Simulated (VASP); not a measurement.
Cu3O2, 5 atoms in the cell. It takes space group I4/mmm (No. 139, tetragonal). Conventional cell: a = 4.067 Å, b = 4.067 Å, c = 7.341 Å, α = 90.00°, β = 90.00°, γ = 90.00°. Within 2.4 Å of Cu (site symmetry -4m2) lie 2 O at 1.84 Å. Cu (site symmetry 4/mmm) has 4 O at 2.03 Å and 8 Cu at 2.74 Å within 2.8 Å. Within 2.4 Å of O (site symmetry mmm) lie 4 Cu at 1.84 to 2.03 Å. 

```yaml
Program: VASP 6.6.1
Task: single point
Functional: PBE
Potentials_or_basis: VASP PAW PBE potentials, release 64 (Cu, O)
Cutoff: 520 eV
k_mesh: 14 × 14 × 14
Occupations: gaussian, width 0.15 eV
Spin: no spin polarisation
Dipole_correction: no
Further_INCAR_settings: ALGO = Normal; EDIFF = 1e-06; NBANDS = 30
```

Potentials or basis: VASP PAW PBE potentials, release 64 (Cu, O).

Launch:

```sh
$ cat potpaw_PBE.64/Cu/POTCAR potpaw_PBE.64/O/POTCAR > POTCAR
$ mpirun -np 1 vasp_std > vasp.out
```

Hardware: 1 thread of Intel(R) Xeon(R) Platinum 8488C (Sapphire Rapids), on a shared host.

Task: Estimate the wall time of this run.

Result: It took 7.1 min on 1 thread of Intel(R) Xeon(R) Platinum 8488C (Sapphire Rapids), with other jobs on the host, peak memory 0.47 GiB. Counts: scf iterations 16, k points 244.
